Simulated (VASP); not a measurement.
# W in VASP: notebook, part 2 of 2

VASP 6.6.1. Earlier steps stand in the parts before.

## Step 4: Single point, HSE06

This run uses another cell than the first one, of 15.53 Å³/atom.

File POSCAR:

```
W
1.0
   -1.5717249149      1.5717249149      1.5717249149
    1.5717249149     -1.5717249149      1.5717249149
    1.5717249149      1.5717249149     -1.5717249149
W
1
Direct
    0.0000000000      0.0000000000      0.0000000000
```

File INCAR.step1:

```
SYSTEM = W
PREC = Accurate
ENCUT = 520
EDIFF = 1E-5
ISMEAR = -1
SIGMA = 0.05
LREAL = .False.
LASPH = .True.
NELM = 80
ALGO = Normal
ISIF = 2
LWAVE = .True.
LCHARG = .False.
NBANDS = 13
GGA = PE
```

File INCAR.step2:

```
SYSTEM = W
PREC = Accurate
ENCUT = 520
EDIFF = 1E-6
ISMEAR = -1
SIGMA = 0.05
LREAL = .False.
LASPH = .True.
NELM = 80
ALGO = Normal
ISIF = 2
LWAVE = .False.
LCHARG = .False.
GGA = PE
LHFCALC = .True.
HFSCREEN = 0.2079
PRECFOCK = Normal
NBANDS = 13
ISTART = 1
```

File KPOINTS:

```
Automatic mesh
0
Gamma
  8 8 8
  0 0 0
```

Potentials or basis: VASP PAW PBE potentials, release 64 (W_sv).

Started as:

```bash
cat potpaw_PBE.64/W_sv/POTCAR > POTCAR
cp INCAR.step1 INCAR
mpirun -np 1 vasp_std > vasp.out
cp INCAR.step2 INCAR
mpirun -np 1 vasp_std > vasp.out
```

OUTCAR:

```text
SYSTEM = W
   PREC = Accurate
   ENCUT = 520
   EDIFF = 1E-6
   ISMEAR = -1
   LREAL = .False.
   LASPH = .True.
   NELM = 80
   ISIF = 2
   GGA = PE
   LHFCALC = .True.
   HFSCREEN = 0.2079
   PRECFOCK = Normal
   ISTART = 1

 ion  position               nearest neighbor table
   1  0.000  0.000  0.000-

  LATTYP: Found a body centered cubic cell.
 ALAT       =     3.1434498298

  Lattice vectors:

 A1 = (  -1.5717249149,   1.5717249149,   1.5717249149)
 A2 = (   1.5717249149,  -1.5717249149,   1.5717249149)
 A3 = (   1.5717249149,   1.5717249149,  -1.5717249149)

Analysis of symmetry for initial positions (statically):
=====================================================================
 Subroutine PRICEL returns:
 Original cell was already a primitive cell.

 Routine SETGRP: Setting up the symmetry group for a
 body centered cubic supercell.

 Subroutine GETGRP returns: Found 48 space group operations
 (whereof 48 operations were pure point group operations)
 out of a pool of 48 trial point group operations.

The static configuration has the point symmetry O_h .

Analysis of symmetry for dynamics (positions and initial velocities):
=====================================================================
 Subroutine PRICEL returns:
 Original cell was already a primitive cell.

 Routine SETGRP: Setting up the symmetry group for a
 body centered cubic supercell.

 Subroutine GETGRP returns: Found 48 space group operations
 (whereof 48 operations were pure point group operations)
 out of a pool of 48 trial point group operations.

The dynamic configuration has the point symmetry O_h .

 Subroutine INISYM returns: Found 48 space group operations
 (whereof 48 operations are pure point group operations),
 and found     1 'primitive' translations

----------------------------------------------------------------------------------------

                                     Primitive cell

  volume of cell :      15.5306

  direct lattice vectors                    reciprocal lattice vectors
    -1.571724915  1.571724915  1.571724915     0.000000000  0.318121826  0.318121826
     1.571724915 -1.571724915  1.571724915     0.318121826  0.000000000  0.318121826
     1.571724915  1.571724915 -1.571724915     0.318121826  0.318121826  0.000000000

  length of vectors
     2.722307408  2.722307408  2.722307408     0.449892201  0.449892201  0.449892201

  position of ions in fractional coordinates (direct lattice)
     0.000000000  0.000000000  0.000000000

  ion indices of the primitive-cell ions
   primitive index   ion index
                 1           1

----------------------------------------------------------------------------------------

 KPOINTS: Automatic mesh

Automatic generation of k-mesh.
 Grid dimensions read from file:
 generate k-points for:    8    8    8

 Generating k-lattice:

  Cartesian coordinates                     Fractional coordinates (reciprocal lattice)
     0.000000000  0.039765228  0.039765228     0.125000000  0.000000000  0.000000000
     0.039765228  0.000000000  0.039765228     0.000000000  0.125000000  0.000000000
     0.039765228  0.039765228  0.000000000     0.000000000  0.000000000  0.125000000

  Length of vectors
     0.056236525  0.056236525  0.056236525

  Shift w.r.t. Gamma in fractional coordinates (k-lattice)
     0.000000000  0.000000000  0.000000000

 Subroutine IBZKPT returns following result:
 ===========================================

 Found     29 irreducible k-points:

 Following reciprocal coordinates:
            Coordinates               Weight
  0.000000  0.000000  0.000000      1.000000
  0.125000  0.000000  0.000000     12.000000
  0.250000  0.000000  0.000000     12.000000
  0.375000  0.000000  0.000000     12.000000
  0.500000  0.000000  0.000000      6.000000
  0.125000  0.125000  0.000000     24.000000
[... 16 lines left out ...]
 -0.250000  0.250000  0.250000      6.000000
 -0.375000  0.375000  0.250000     24.000000
 [... further k-points ...]
   k-points           NKPTS =     29   k-points in BZ     NKDIM =    512   number of bands    NBANDS=     13
   number of dos      NEDOS =    301   number of ions     NIONS =      1
   total plane-waves  NPLWV =   8000
   dimension x,y,z NGX =    20 NGY =   20 NGZ =   20
   dimension x,y,z NGXF=    40 NGYF=   40 NGZF=   40
   ions per type =               1
   NGX,Y,Z   is equivalent  to a cutoff of  12.21, 12.21, 12.21 a.u.
   NGXF,Y,Z  is equivalent  to a cutoff of  24.43, 24.43, 24.43 a.u.
 SYSTEM =  W
   PREC   = accura    normal or accurate (medium, high low for compatibility)
   ISTART =      1    job   : 0-new  1-cont  2-samecut
   ICHARG =      0    charge: 1-file 2-atom 10-const
   ISPIN  =      1    spin polarized calculation?
   LNONCOLLINEAR =      F non collinear calculations
   LSORBIT =      F    spin-orbit coupling
   LASPH  =      T    aspherical Exc in radial PAW
   ENCUT  =  520.0 eV  38.22 Ry    6.18 a.u.   5.06  5.06  5.06*2*pi/ulx,y,z
   NELM   =     80;   NELMIN=  2; NELMDL=  0     # of ELM steps
   EDIFF  = 0.1E-05   stopping-criterion for ELM
   LREAL  =      F    real-space projection
   EDIFFG = 0.1E-04   stopping-criterion for IOM
   NSW    =      0    number of steps for IOM
   IBRION =     -1    ionic relax: 0-MD 1-quasi-New 2-CG
   NFREE  =      0    steps in history (QN), initial steepest desc. (CG)
   ISIF   =      2    stress and relaxation
   ISYM   =      3    0-nonsym 1-usesym 2-fastsym
   POTIM  = 0.5000    time-step for ionic-motion
   TEBEG  =    0.0;   TEEND  =   0.0 temperature during run
   PSTRESS=    0.0 pullay stress
   NELECT =      14.0000    total number of electrons
   NUPDOWN=      -1.0000    fix difference up-down
   EMIN   =  10.00;   EMAX   =-10.00  energy-range for DOS
   EFERMI =   0.00;   METHOD = LEGACY
   ISMEAR =    -1;   SIGMA  =   0.05  broadening in eV -4-tet -1-fermi 0-gaus
   EFERMI_NEDOS =   21; number of points for ismear=-14 and -15
   IALGO  =     38    algorithm
   IMIX   =      1    mixing-type and parameters
     AMIX     =   0.40;   BMIX     =  1.00
     AMIX_MAG =   1.60;   BMIX_MAG =  1.00
  volume/ion in A,a.u.               =      15.53       104.81
  Fermi-wavevector in a.u.,A,eV,Ry     =   1.581446  2.988499 34.027773  2.500971
  Thomas-Fermi vector in A             =   2.681520
   LORBIT       =      0    0 simple, 1 ext, 2 COOP (PROOUT), +10 PAW based schemes
   GGA     = PE    functional components
   LHFCALC =     T    Hartree Fock is set to
   PRECFOCK=normal    Normal, Fast or Accurate (Low or Medium for compatibility)
   ENCUT4O =  -1.0   cutoff for four orbital integrals eV
   NKREDX  =     1    reduce k-point grid by
   NKREDY  =     1    reduce k-point grid by
   NKREDZ  =     1    reduce k-point grid by
   AEXX    =    0.2500 exact exchange contribution
   HFSCREEN=    0.2079 screening length (either q_TF or 0.3 A-1)
   HFSCREENC=   0.2079 screening length for correlation (either q_TF or 0.3 A-1)
   ENCUTFOCK=  -1.0 apply spherical cutoff to Coloumb kernel
   IVDW    =     0    specifies the selected vdW correction
   LEPSILON=     F    determine dielectric tensor
   LRPA    =     F    only Hartree local field effects (RPA)
 non-spin polarized calculation
  energy-cutoff  :      520.00
  volume of cell :       15.53
 maximum number of plane-waves:       429
  NGX = 16; NGY = 16; NGZ = 16

 number of electron      14.0000005 magnetization

 Free energy of the ion-electron system (eV)
  ---------------------------------------------------
  ext. energy  EPLUGINS =         0.00000000
  ---------------------------------------------------
  free energy    TOTEN  =       -15.03118430 eV

  energy without entropy =      -15.03116983  energy(sigma->0) =      -15.03117707

 E-fermi :  11.4004     XC(G=0): -11.1890

 val. band max:       10.9505185113   @ k =   0.1250   0.0000   0.0000
 cond. band min:      11.8610298129   @ k =  -0.2500   0.2500   0.1250
 fundamental gap:      0.9105113016
 Fermi energy:        11.4004255913

 k-point     1 :       0.0000    0.0000    0.0000
  band No.  band energies     occupation
      1     -66.7264      2.00000
      2     -28.6878      2.00000
      3     -28.6878      2.00000
      4     -28.6878      2.00000
      5       0.5399      2.00000
      6      10.0616      2.00000
      7      10.0616      2.00000
      8      10.0616      2.00000
      9      14.6950      0.00000
     10      14.6950      0.00000
     11      27.0752      0.00000
     12      27.0752      0.00000
     13      27.0752      0.00000
[... 354 lines left out ...]
  band No.  band energies     occupation
      1     -66.5105      2.00000
      2     -29.8611      2.00000
      3     -29.4046      2.00000
      4     -29.2620      2.00000
      5       6.3011      2.00000
      6       7.2155      2.00000
      7      10.8958      1.99992
      8      11.9673      0.00002
      9      15.8848      0.00000
     10      16.7947      0.00000
     11      26.6921      0.00000
     12      29.2883      0.00000
     13      30.4369      0.00000

 [... further k-points ...]
[... 5 lines left out ...]
  --------------------------------------------------------------------------------------
  -------------------------------------------------------------------------------------
  Total        0.5727845      0.5727845      0.5727845      0.0000000      0.0000000      0.0000000
  in kB       59.0897608     59.0897608     59.0897608      0.0000000      0.0000000      0.0000000
  external PRESSURE =      59.0897608 kB  Pullay stress =       0.0000000 kB

 VOLUME and BASIS-vectors are now :
 -----------------------------------------------------------------------------
  energy-cutoff  :      520.00
  volume of cell :       15.53
      direct lattice vectors                 reciprocal lattice vectors
    -1.571724915  1.571724915  1.571724915     0.000000000  0.318121826  0.318121826
     1.571724915 -1.571724915  1.571724915     0.318121826  0.000000000  0.318121826
     1.571724915  1.571724915 -1.571724915     0.318121826  0.318121826  0.000000000

 POSITION                                       TOTAL-FORCE (eV/Angst)
 -----------------------------------------------------------------------------------
      0.00000      0.00000      0.00000         0.000000      0.000000      0.000000
 -----------------------------------------------------------------------------------
    total drift:                               -0.000000      0.000000      0.000000

  FREE ENERGIE OF THE ION-ELECTRON SYSTEM (eV)
  ---------------------------------------------------
  free  energy   TOTEN  =       -15.0311843036 eV

  energy  without entropy=      -15.0311698321  energy(sigma->0) =      -15.03117707
```

OUTCAR.step1:

```text
SYSTEM = W
   PREC = Accurate
   ENCUT = 520
   EDIFF = 1E-5
   ISMEAR = -1
   LREAL = .False.
[... 599 lines left out ...]

 POSITION                                       TOTAL-FORCE (eV/Angst)
 -----------------------------------------------------------------------------------
      0.00000      0.00000      0.00000         0.000000      0.000000     -0.000000
 -----------------------------------------------------------------------------------
    total drift:                                0.000000     -0.000000      0.000000

  FREE ENERGIE OF THE ION-ELECTRON SYSTEM (eV)
  ---------------------------------------------------
  free  energy   TOTEN  =       -12.9290549715 eV

  energy  without entropy=      -12.9287717657  energy(sigma->0) =      -12.92891337
```

It took 20 min on 1 thread of Intel Xeon 6975P-C (Granite Rapids), shared host; peak memory 0.24 GiB.

Results:

```yaml
Free_energy: -15.0312 eV
Pressure: 5.9 GPa
Band_gap_on_the_k_mesh: zero (bands 7 and 8 overlap by 7.48 eV)
```

Levels at points of the mesh, in eV from the Fermi level:
```
           k point  band 4  band 5  band 6  band 7  band 8  band 9  band 10  band 11
(0.00, 0.00, 0.00)  -40.09  -10.86   -1.34   -1.34   -1.34    3.29     3.29    15.67
(0.50, 0.00, 0.00)  -40.08   -7.14   -4.14    0.58    3.12    4.20     7.26    12.53
(0.50, 0.50, 0.50)  -41.16   -6.54   -6.54    6.14    6.14    6.14     9.24     9.24
```

Caveat: the cell stands under pressure; the PAW data sets were made with another functional, which shifts forces and pressure a little; spin-orbit coupling is left out, which moves the levels of the heavy elements.

## Step 5: Single point, BHLYP

This run uses another cell than the first one, of 14.90 Å³/atom.

File POSCAR:

```
W
1.0
   -1.5500431812      1.5500431812      1.5500431812
    1.5500431812     -1.5500431812      1.5500431812
    1.5500431812      1.5500431812     -1.5500431812
W
1
Direct
    0.0000000000      0.0000000000      0.0000000000
```

File INCAR.step1:

```
ALGO = Normal
EDIFF = 1E-5
ENCUT = 520
GGA = PE
ISIF = 2
ISMEAR = -1
LASPH = T
LREAL = F
LWAVE = T
NBANDS = 13
NELM = 60
PREC = Accurate
SIGMA = 0.05
```

File INCAR.step2:

```
AEXX = 0.5
AGGAC = 1.0
AGGAX = 0.5
ALDAC = 0.0
ALDAX = 0.5
ALGO = Normal
EDIFF = 1E-7
ENCUT = 520
GGA = B5
ISIF = 2
ISMEAR = -1
ISTART = 1
LASPH = T
LCHARG = T
LELF = T
LHFCALC = T
LREAL = F
LVHAR = T
LWAVE = F
NBANDS = 13
NELM = 60
PREC = Accurate
PRECFOCK = Normal
SIGMA = 0.05
```

File KPOINTS:

```
k-points
0
Gamma
  6 6 6
```

Started as:

```bash
cat potpaw_PBE.64/W_sv/POTCAR > POTCAR
cp INCAR.step1 INCAR
mpirun -np 1 vasp_std > vasp.out
cp INCAR.step2 INCAR
mpirun -np 1 vasp_std > vasp.out
```

Wall time 6.1 min (1 thread of Intel Xeon 6975P-C (Granite Rapids), shared host); peak memory 0.14 GiB.

The run converged. Its results:

| Quantity | Value |
| --- | --- |
| Free energy | -17.9063 eV |
| Pressure | 24.1 GPa |
| Band gap on the k mesh | zero (bands 7 and 8 overlap by 10.74 eV) |

Levels at points of the mesh, in eV from the Fermi level:
```csv
k point,band 4,band 5,band 6,band 7,band 8,band 9,band 10,band 11
"(0.00, 0.00, 0.00)",-43.52,-13.35,-3.02,-3.02,-3.02,4.69,4.69,17.37
"(0.50, 0.00, 0.00)",-43.50,-9.41,-6.17,0.96,4.52,5.70,8.88,14.17
"(0.50, 0.50, 0.50)",-44.87,-8.73,-8.73,7.73,7.73,7.73,11.10,11.10
```

Caveat: the k points lie up to 0.48 Å⁻¹ apart, too coarse for converged energies and pressures of a metal; the PAW data sets were made with another functional, which shifts forces and pressure a little; spin-orbit coupling is left out, which moves the levels of the heavy elements.

## Step 6: Single point, BHLYP

This run uses another cell than the first one, of 15.21 Å³/atom.

File POSCAR:

```
W
1.0
   -1.5609593379      1.5609593379      1.5609593379
    1.5609593379     -1.5609593379      1.5609593379
    1.5609593379      1.5609593379     -1.5609593379
W
1
Direct
    0.0000000000      0.0000000000      0.0000000000
```

File INCAR.step1:

```
SYSTEM = W
ALGO = Normal ; EDIFF = 1E-5
ENCUT = 520 ; GGA = PE
ISIF = 2 ; ISMEAR = -1
LASPH = .True. ; LCHARG = .False.
LREAL = .False. ; LWAVE = .True.
NBANDS = 13 ; NELM = 60
PREC = Accurate ; SIGMA = 0.05
```

File INCAR.step2:

```
SYSTEM = W
AEXX = 0.5 ; AGGAC = 1.0
AGGAX = 0.5 ; ALDAC = 0.0
ALDAX = 0.5 ; ALGO = Normal
EDIFF = 1E-6 ; ENCUT = 520
GGA = B5 ; ISIF = 2
ISMEAR = -1 ; ISTART = 1
LASPH = .True. ; LCHARG = .False.
LHFCALC = .True. ; LREAL = .False.
LWAVE = .False. ; NBANDS = 13
NELM = 60 ; PREC = Accurate
PRECFOCK = Normal ; SIGMA = 0.05
```

File KPOINTS:

```
k-points
0
Gamma
  6 6 6
  0 0 0
```

Potentials or basis: VASP PAW PBE potentials, release 64 (W_sv).

Started as:

```bash
cat potpaw_PBE.64/W_sv/POTCAR > POTCAR
cp INCAR.step1 INCAR
mpirun -np 1 vasp_std > vasp.out
cp INCAR.step2 INCAR
mpirun -np 1 vasp_std > vasp.out
```

Wall time 5.3 min (1 thread of Intel Xeon 6975P-C (Granite Rapids), shared host); peak memory 0.14 GiB.

Results (log left out):

```
Free energy            : -17.9452 eV
Pressure               : 15.2 GPa
Band gap on the k mesh : zero (bands 7 and 8 overlap by 10.52 eV)
```

Levels at points of the mesh, in eV from the Fermi level:
```tsv
k point	band 5	band 6	band 7	band 8	band 9	band 10
(0.00, 0.00, 0.00)	-13.17	-2.92	-2.92	-2.92	4.69	4.69
(0.50, 0.00, 0.00)	-9.19	-5.99	0.91	4.50	5.66	8.70
(0.50, 0.50, 0.50)	-8.45	-8.45	7.60	7.60	7.60	10.93
```

Caveat: the k points lie up to 0.47 Å⁻¹ apart, too coarse for converged energies and pressures of a metal; the PAW data sets were made with another functional, which shifts forces and pressure a little; spin-orbit coupling is left out, which moves the levels of the heavy elements.

## Step 7: Summary

| level | cell | k mesh | cutoff (eV) | smearing | tolerance level | purpose | dipole correction | grid for exact exchange (PRECFOCK) | share of exact exchange | gap on the mesh (eV) | pressure (GPa) |
| --- | --- | --- | --- | --- | --- | --- | --- | --- | --- | --- | --- |
| SCAN | a = 2.750 Å, angles 109.7, 109.7, 108.9°, 1 atom | 19 × 19 × 19 | 590 | methfessel-paxton 0.05 eV | standard | stress | - | - | - | none | -6.8 |
| PBE0 | a = 2.794 Å, angles 109.5°, 1 atom | 8 × 8 × 8 | 520 | fermi-dirac 0.05 eV | - | - | no | Normal | 0.25 | none | -18.1 |
| HSE06 | a = 2.722 Å, angles 109.5°, 1 atom | 8 × 8 × 8 | 520 | fermi-dirac 0.05 eV | - | - | no | Normal | 0.25 | none | 5.9 |
| BHLYP | a = 2.685 Å, angles 109.5°, 1 atom | 6 × 6 × 6 | 520 | fermi-dirac 0.05 eV | - | - | no | Normal | 0.5 | none | 24.1 |
| BHLYP | a = 2.704 Å, angles 109.5°, 1 atom | 6 × 6 × 6 | 520 | fermi-dirac 0.05 eV | - | - | no | Normal | 0.5 | none | 15.2 |

Alike in all rows: task single point; potentials or basis VASP PAW PBE potentials, release 64 (W_sv); no spin polarisation.

Caveats: some runs use coarse meshes; the PAW data sets were made with another functional, which shifts forces and pressure a little; spin-orbit coupling is left out, which moves the levels of the heavy elements; the cell stands under tension (at least some runs); the cell stands under pressure (at least some runs).

Absolute energies hang on the potentials; compare differences alone.

The gap in the log of VASP goes by the Fermi energy; the results here count the filled bands.